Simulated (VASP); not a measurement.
# Al3GaN4 (P-43m) in VASP: a series of runs

Runs on Al3GaN4. Level: r2SCAN. Tasks: single point.

Everything below comes from runs of VASP 6.6.1. Logs are shortened: lines on timing, memory, paths and dates and some standing lists are left out, and cuts for length are marked.

## Step 1: The cell of the first run

The structure is cubic, space group P-43m (No. 215). The conventional cell has a = 4.367 Å, b = 4.367 Å, c = 4.367 Å, α = 90.00°, β = 90.00°, γ = 90.00°. Within 2.5 Å of Al (site symmetry -42m) lie 4 N at 1.88 Å. Ga (site symmetry -43m) has 4 N at 1.93 Å within 2.6 Å. N (site symmetry 3m) has 3 Al at 1.88 Å and 1 Ga at 1.93 Å within 2.5 Å.

## Step 2: Single point, r2SCAN

Contents of POSCAR:

```
Al3GaN4
1.0
    4.3671811766      0.0000000000      0.0000000000
    0.0000000000      4.3671811766      0.0000000000
    0.0000000000      0.0000000000      4.3671811766
Al Ga N
3 1 4
Direct
    0.5000000000      0.5000000000      0.0000000000
    0.5000000000      0.0000000000      0.5000000000
    0.0000000000      0.5000000000      0.5000000000
    0.0000000000      0.0000000000      0.0000000000
    0.7444390999      0.7444390999      0.2555609001
    0.7444390999      0.2555609001      0.7444390999
    0.2555609001      0.7444390999      0.7444390999
    0.2555609001      0.2555609001      0.2555609001
```

Contents of INCAR.step1:

```
ALGO     = Normal         # electronic algorithm
EDIFF    = 1E-5           # SCF threshold, eV
ENCUT    = 910            # plane-wave cutoff, eV
GGA      = PE             # functional
GGA_COMPAT= False        
ISMEAR   = 0              # smearing method
LASPH    = True           # aspherical terms in the spheres
LCHARG   = False          # write CHGCAR
LREAL    = False          # projectors in reciprocal space
LWAVE    = True           # write WAVECAR
NBANDS   = 31             # bands
NELM     = 120            # most SCF steps
PREC     = Accurate       # precision mode
SIGMA    = 0.02           # smearing width, eV
```

Contents of INCAR.step2:

```
ALGO     = Normal         # electronic algorithm
EDIFF    = 1E-6           # SCF threshold, eV
ENCUT    = 910            # plane-wave cutoff, eV
GGA_COMPAT= False        
ISIF     = 2              # what is computed and relaxed
ISMEAR   = 0              # smearing method
ISTART   = 1            
LASPH    = True           # aspherical terms in the spheres
LCHARG   = False          # write CHGCAR
LMIXTAU  = True         
LREAL    = False          # projectors in reciprocal space
LWAVE    = False          # write WAVECAR
METAGGA  = R2SCAN         # meta-GGA
NBANDS   = 31             # bands
NELM     = 120            # most SCF steps
PREC     = Accurate       # precision mode
SIGMA    = 0.02           # smearing width, eV
```

Contents of KPOINTS:

```
k-points
0
Gamma
  6 6 6
```

Potentials or basis: VASP PAW PBE potentials, release 64 (Al, Ga_d, N_h).

The run is started by

```bash
$ cat potpaw_PBE.64/Al/POTCAR potpaw_PBE.64/Ga_d/POTCAR potpaw_PBE.64/N_h/POTCAR > POTCAR
$ cp INCAR.step1 INCAR
$ mpirun -np 1 vasp_std > vasp.out
$ cp INCAR.step2 INCAR
$ mpirun -np 1 vasp_std > vasp.out
```

OUTCAR:

```text
EDIFF = 1E-6
   ENCUT = 910
   ISIF = 2
   ISMEAR = 0
   ISTART = 1
   LASPH = True
   LREAL = False
   METAGGA = R2SCAN
   NELM = 120
   PREC = Accurate

 ion  position               nearest neighbor table
   1  0.500  0.500  0.000-   5 1.88   6 1.88   7 1.88   8 1.88   3 3.09   4 3.09   2 3.09   2 3.09
                             3 3.09   2 3.09   4 3.09   2 3.09   3 3.09   4 3.09   3 3.09   4 3.09
   2  0.500  0.000  0.500-   5 1.88   6 1.88   7 1.88   8 1.88   3 3.09   4 3.09   1 3.09   1 3.09
                             4 3.09   1 3.09   3 3.09   1 3.09   3 3.09   4 3.09   4 3.09   3 3.09
   3  0.000  0.500  0.500-   5 1.88   6 1.88   7 1.88   8 1.88   2 3.09   4 3.09   1 3.09   1 3.09
                             4 3.09   2 3.09   4 3.09   4 3.09   1 3.09   2 3.09   1 3.09   2 3.09
   4  0.000  0.000  0.000-   5 1.93   6 1.93   7 1.93   8 1.93   2 3.09   3 3.09   1 3.09   2 3.09
                             3 3.09   1 3.09   3 3.09   3 3.09   1 3.09   2 3.09   2 3.09   1 3.09
   5  0.744  0.744  0.256-   1 1.88   2 1.88   3 1.88   4 1.93
   6  0.744  0.256  0.744-   1 1.88   2 1.88   3 1.88   4 1.93
   7  0.256  0.744  0.744-   1 1.88   2 1.88   3 1.88   4 1.93
   8  0.256  0.256  0.256-   1 1.88   2 1.88   3 1.88   4 1.93

  LATTYP: Found a simple cubic cell.
 ALAT       =     4.3671811766

  Lattice vectors:

 A1 = (   4.3671811766,   0.0000000000,   0.0000000000)
 A2 = (   0.0000000000,   4.3671811766,   0.0000000000)
 A3 = (   0.0000000000,   0.0000000000,   4.3671811766)

Analysis of symmetry for initial positions (statically):
=====================================================================
 Subroutine PRICEL returns:
 Original cell was already a primitive cell.

 Routine SETGRP: Setting up the symmetry group for a
 simple cubic supercell.

 Subroutine GETGRP returns: Found 24 space group operations
 (whereof 24 operations were pure point group operations)
 out of a pool of 48 trial point group operations.

The static configuration has the point symmetry T_d .

Analysis of symmetry for dynamics (positions and initial velocities):
=====================================================================
 Subroutine PRICEL returns:
 Original cell was already a primitive cell.

 Routine SETGRP: Setting up the symmetry group for a
 simple cubic supercell.

 Subroutine GETGRP returns: Found 24 space group operations
 (whereof 24 operations were pure point group operations)
 out of a pool of 48 trial point group operations.

The dynamic configuration has the point symmetry T_d .

 Subroutine INISYM returns: Found 24 space group operations
 (whereof 24 operations are pure point group operations),
 and found     1 'primitive' translations

----------------------------------------------------------------------------------------

                                     Primitive cell

  volume of cell :      83.2921

  direct lattice vectors                    reciprocal lattice vectors
     4.367181177  0.000000000  0.000000000     0.228980654  0.000000000  0.000000000
     0.000000000  4.367181177  0.000000000     0.000000000  0.228980654  0.000000000
     0.000000000  0.000000000  4.367181177     0.000000000  0.000000000  0.228980654

  length of vectors
     4.367181177  4.367181177  4.367181177     0.228980654  0.228980654  0.228980654

  position of ions in fractional coordinates (direct lattice)
     0.500000000  0.500000000  0.000000000
     0.500000000  0.000000000  0.500000000
     0.000000000  0.500000000  0.500000000
     0.000000000  0.000000000  0.000000000
     0.744439100  0.744439100  0.255560900
     0.744439100  0.255560900  0.744439100
     0.255560900  0.744439100  0.744439100
     0.255560900  0.255560900  0.255560900

  ion indices of the primitive-cell ions
   primitive index   ion index
                 1           1
                 2           2
                 3           3
                 4           4
                 5           5
                 6           6
                 7           7
                 8           8

----------------------------------------------------------------------------------------

 KPOINTS: k-points

Automatic generation of k-mesh.
 Grid dimensions read from file:
 generate k-points for:    6    6    6

 Generating k-lattice:

  Cartesian coordinates                     Fractional coordinates (reciprocal lattice)
     0.038163442  0.000000000  0.000000000     0.166666667  0.000000000  0.000000000
     0.000000000  0.038163442  0.000000000     0.000000000  0.166666667  0.000000000
     0.000000000  0.000000000  0.038163442     0.000000000  0.000000000  0.166666667

  Length of vectors
     0.038163442  0.038163442  0.038163442

  Shift w.r.t. Gamma in fractional coordinates (k-lattice)
     0.000000000  0.000000000  0.000000000

 Subroutine IBZKPT returns following result:
 ===========================================

 Found     20 irreducible k-points:

 Following reciprocal coordinates:
            Coordinates               Weight
  0.000000  0.000000  0.000000      1.000000
  0.166667  0.000000  0.000000      6.000000
  0.333333  0.000000  0.000000      6.000000
  0.500000  0.000000  0.000000      3.000000
  0.166667  0.166667  0.000000     12.000000
  0.333333  0.166667  0.000000     24.000000
[... 12 lines left out ...]
  0.500000  0.500000  0.333333      6.000000
  0.500000  0.500000  0.500000      1.000000
   k-points           NKPTS =     20   k-points in BZ     NKDIM =     20   number of bands    NBANDS=     31
   number of dos      NEDOS =    301   number of ions     NIONS =      8
   total plane-waves  NPLWV = 110592
   dimension x,y,z NGX =    48 NGY =   48 NGZ =   48
   dimension x,y,z NGXF=    96 NGYF=   96 NGZF=   96
   ions per type =               3   1   4
   NGX,Y,Z   is equivalent  to a cutoff of  18.27, 18.27, 18.27 a.u.
   NGXF,Y,Z  is equivalent  to a cutoff of  36.54, 36.54, 36.54 a.u.
 SYSTEM =  unknown system
   PREC   = accura    normal or accurate (medium, high low for compatibility)
   ISTART =      1    job   : 0-new  1-cont  2-samecut
   ICHARG =      0    charge: 1-file 2-atom 10-const
   ISPIN  =      1    spin polarized calculation?
   LNONCOLLINEAR =      F non collinear calculations
   LSORBIT =      F    spin-orbit coupling
   LASPH  =      T    aspherical Exc in radial PAW
   ENCUT  =  910.0 eV  66.88 Ry    8.18 a.u.  10.74 10.74 10.74*2*pi/ulx,y,z
   NELM   =    120;   NELMIN=  2; NELMDL=  0     # of ELM steps
   EDIFF  = 0.1E-05   stopping-criterion for ELM
   LREAL  =      F    real-space projection
   EDIFFG = 0.1E-04   stopping-criterion for IOM
   NSW    =      0    number of steps for IOM
   IBRION =     -1    ionic relax: 0-MD 1-quasi-New 2-CG
   NFREE  =      0    steps in history (QN), initial steepest desc. (CG)
   ISIF   =      2    stress and relaxation
   ISYM   =      2    0-nonsym 1-usesym 2-fastsym
   POTIM  = 0.5000    time-step for ionic-motion
   TEBEG  =    0.0;   TEEND  =   0.0 temperature during run
   PSTRESS=    0.0 pullay stress
   NELECT =      42.0000    total number of electrons
   NUPDOWN=      -1.0000    fix difference up-down
   EMIN   =  10.00;   EMAX   =-10.00  energy-range for DOS
   EFERMI =   0.00;   METHOD = LEGACY
   ISMEAR =     0;   SIGMA  =   0.02  broadening in eV -4-tet -1-fermi 0-gaus
   EFERMI_NEDOS =   21; number of points for ismear=-14 and -15
   IALGO  =     38    algorithm
   IMIX   =      4    mixing-type and parameters
     AMIX     =   0.40;   BMIX     =  1.00
     AMIX_MAG =   1.60;   BMIX_MAG =  1.00
  volume/ion in A,a.u.               =      10.41        70.26
  Fermi-wavevector in a.u.,A,eV,Ry     =   1.303037  2.462383 23.101403  1.697905
  Thomas-Fermi vector in A             =   2.434065
   LORBIT       =      0    0 simple, 1 ext, 2 COOP (PROOUT), +10 PAW based schemes
   METAGGA = R2SCAN    functional components
   LHFCALC =     F    Hartree Fock is set to
   AEXX    =    0.0000 exact exchange contribution
   IVDW    =     0    specifies the selected vdW correction
   LEPSILON=     F    determine dielectric tensor
   LRPA    =     F    only Hartree local field effects (RPA)
 non-spin polarized calculation
 Gauss-broadening in eV      SIGMA  =   0.02
  energy-cutoff  :      910.00
  volume of cell :       83.29
 maximum number of plane-waves:      5232
 NGX is ok and might be reduce to    48
   NGX = 21   NGY = 21   NGZ = 21

 number of electron      41.9999998 magnetization

 Free energy of the ion-electron system (eV)
  ---------------------------------------------------
  ext. energy  EPLUGINS =         0.00000000
  ---------------------------------------------------
  free energy    TOTEN  =       -79.39348576 eV

  energy without entropy =      -79.39348576  energy(sigma->0) =      -79.39348576

 E-fermi :   6.1549     XC(G=0): -11.8616

 val. band max:        6.0422443341   @ k =   0.0000   0.0000   0.0000
 cond. band min:      10.0673865065   @ k =   0.0000   0.0000   0.0000
 fundamental gap:      4.0251421724
 Fermi energy:         6.1548585624

 k-point     1 :       0.0000    0.0000    0.0000
  band No.  band energies     occupation
      1     -10.0865      2.00000
      2      -8.0729      2.00000
      3      -8.0729      2.00000
      4      -8.0729      2.00000
      5      -6.8922      2.00000
      6      -6.8922      2.00000
[... 23 lines left out ...]
     30      19.0958      0.00000
     31      19.0958      0.00000

 k-point     2 :       0.1667    0.0000    0.0000
  band No.  band energies     occupation
      1      -9.9551      2.00000
      2      -8.1730      2.00000
      3      -8.0782      2.00000
      4      -8.0782      2.00000
      5      -6.8905      2.00000
      6      -6.8872      2.00000
[... 23 lines left out ...]
     30      19.3045      0.00000
     31      19.3045      0.00000

 k-point     3 :       0.3333    0.0000    0.0000
  band No.  band energies     occupation
      1      -9.5847      2.00000
      2      -8.5056      2.00000
      3      -8.0885      2.00000
      4      -8.0885      2.00000
      5      -6.8873      2.00000
      6      -6.8739      2.00000
[... 567 lines left out ...]
     30      17.9397      0.00000
     31      17.9627      0.00000

 k-point    20 :       0.5000    0.5000    0.5000
  band No.  band energies     occupation
      1      -8.5205      2.00000
      2      -8.5205      2.00000
      3      -8.5205      2.00000
      4      -8.1223      2.00000
      5      -6.8505      2.00000
      6      -6.8504      2.00000
[... 23 lines left out ...]
     30      17.7128      0.00000
     31      17.7138      0.00000

------------------------ aborting loop because EDIFF is reached ----------------------------------------

  FORCE on cell =-STRESS in cart. coord.  units (eV):
  Direction    XX          YY          ZZ          XY          YZ          ZX
  --------------------------------------------------------------------------------------
  -------------------------------------------------------------------------------------
  Total        2.5429176      2.5429176      2.5429176     -0.0000000     -0.0000000     -0.0000000
  in kB       48.9146822     48.9146822     48.9146822     -0.0000000     -0.0000000     -0.0000000
  external PRESSURE =      48.9146822 kB  Pullay stress =       0.0000000 kB

 VOLUME and BASIS-vectors are now :
 -----------------------------------------------------------------------------
  energy-cutoff  :      910.00
  volume of cell :       83.29
      direct lattice vectors                 reciprocal lattice vectors
     4.367181177  0.000000000  0.000000000     0.228980654  0.000000000  0.000000000
     0.000000000  4.367181177  0.000000000     0.000000000  0.228980654  0.000000000
     0.000000000  0.000000000  4.367181177     0.000000000  0.000000000  0.228980654

 POSITION                                       TOTAL-FORCE (eV/Angst)
 -----------------------------------------------------------------------------------
      2.18359      2.18359      0.00000        -0.000000     -0.000000     -0.000000
      2.18359      0.00000      2.18359         0.000000     -0.000000     -0.000000
      0.00000      2.18359      2.18359         0.000000      0.000000     -0.000000
      0.00000      0.00000      0.00000         0.000000      0.000000     -0.000000
      3.25110      3.25110      1.11608        -0.046057     -0.046057      0.046057
      3.25110      1.11608      3.25110        -0.046057      0.046057     -0.046057
      1.11608      3.25110      3.25110         0.046057     -0.046057     -0.046057
      1.11608      1.11608      1.11608         0.046057      0.046057      0.046057
 -----------------------------------------------------------------------------------
    total drift:                                0.000000      0.000000      0.000000

  FREE ENERGIE OF THE ION-ELECTRON SYSTEM (eV)
  ---------------------------------------------------
  free  energy   TOTEN  =       -79.3934857564 eV

  energy  without entropy=      -79.3934857564  energy(sigma->0) =      -79.39348576
```

Run time: 5.6 min. Hardware: 1 thread of Intel Xeon Platinum 8375C at 2.90GHz (Ice Lake), shared host; peak memory 0.42 GiB.

Results:

* Free energy: -79.3935 eV
* Pressure: 4.9 GPa
* Largest force: 0.080 eV/Å
* Band gap on the k mesh: 4.03 eV

Forces in eV/Å, atoms in the order of the input:
```
Al   0.000  0.000  0.000
Al   0.000  0.000  0.000
Al   0.000  0.000  0.000
Ga   0.000  0.000  0.000
N   -0.046 -0.046  0.046
N   -0.046  0.046 -0.046
N    0.046 -0.046 -0.046
N    0.046  0.046  0.046
```

Levels at points of the mesh, in eV from the valence-band top:
| k point | band 18 | band 19 | band 20 | band 21 | band 22 | band 23 | band 24 | band 25 |
| --- | --- | --- | --- | --- | --- | --- | --- | --- |
| (0.00, 0.00, 0.00) | -2.07 | 0.00 | 0.00 | 0.00 | 4.03 | 4.03 | 4.03 | 4.30 |
| (0.50, 0.00, 0.00) | -1.28 | -1.28 | -0.96 | -0.96 | 6.39 | 6.44 | 6.84 | 6.84 |
| (0.50, 0.50, 0.00) | -0.90 | -0.58 | -0.53 | -0.53 | 8.25 | 8.40 | 8.40 | 8.64 |
| (0.50, 0.50, 0.50) | -0.64 | -0.36 | -0.36 | -0.36 | 6.40 | 8.01 | 8.01 | 8.01 |

Caveat: the cutoff is under 1.25 times the usual one of these potentials, so pressure, stress and relaxed cells hold a basis-set (Pulay) error; the cell stands under pressure; the PAW data sets were made with another functional, which shifts forces and pressure a little.

[end of part 1 of 2]
